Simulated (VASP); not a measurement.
Wanted: the native input for a VASP 6.6.1 run.

* Task: relaxation of cell and atoms
* Functional: LDA
* Potentials or basis: VASP PAW LDA potentials, release 64 (Ti_sv)
* Cutoff: 600 eV
* k mesh: 18 × 18 × 10
* Occupations: fermi-dirac, width 0.08 eV
* Spin: no spin polarisation
* Target pressure: 15 GPa
* Dipole correction: no
* Further INCAR settings: ALGO = Normal; EDIFF = 1e-06; IBRION = 2; EDIFFG = -0.002; NSW = 100; ISIF = 3

The structure of Ti lies in POSCAR:

```
Ti
1.0
    2.8642175340      0.0000000000      0.0000000000
   -1.4321087670      2.4804851464      0.0000000000
    0.0000000000      0.0000000000      4.5358394173
Ti
2
Direct
    0.3333333333      0.6666666667      0.2500000000
    0.6666666667      0.3333333333      0.7500000000
```

These files were run (other wordings do the same):

INCAR

```
SYSTEM = Ti
ALGO = Normal
EDIFF = 1E-6
EDIFFG = -0.002
ENCUT = 600
GGA = CA
IBRION = 2
ISIF = 3
ISMEAR = -1
LASPH = .TRUE.
LCHARG = .FALSE.
LREAL = .FALSE.
LWAVE = .FALSE.
NELM = 60
NSW = 100
PREC = Accurate
PSTRESS = 150.0
SIGMA = 0.08
```

KPOINTS

```
k-points
0
G
  18 18 10
  0 0 0
```

Potentials or basis: VASP PAW LDA potentials, release 64 (Ti_sv).

Run with:

```sh
$ cat potpaw_LDA.64/Ti_sv/POTCAR > POTCAR
$ mpirun -np 1 vasp_std > vasp.out
```

It gave:

```
Relaxed volume                                             : 14.54 Å³/atom
Relaxed cell                                               : a = 2.763 Å, b = 2.763 Å, c = 4.399 Å, α = 90.00°, β = 90.00°, γ = 120.00°
Space group after relaxing (to 0.1 Å)                      : P6_3/mmc (No. 194)
Energy change on relaxing (the run minimises the enthalpy) : +67.4 meV/atom
Ionic steps                                                : 8
Pressure after relaxing                                    : 15.0 GPa
Band gap on the k mesh                                     : zero (bands 12 and 13 overlap by 1.19 eV)
```

Caveat: the cell is relaxed towards a set pressure, so the run minimises the enthalpy, not the energy.

Run time: 6.2 min on 1 thread of Intel Xeon 8259CL, on a shared host, peak memory 0.25 GiB.
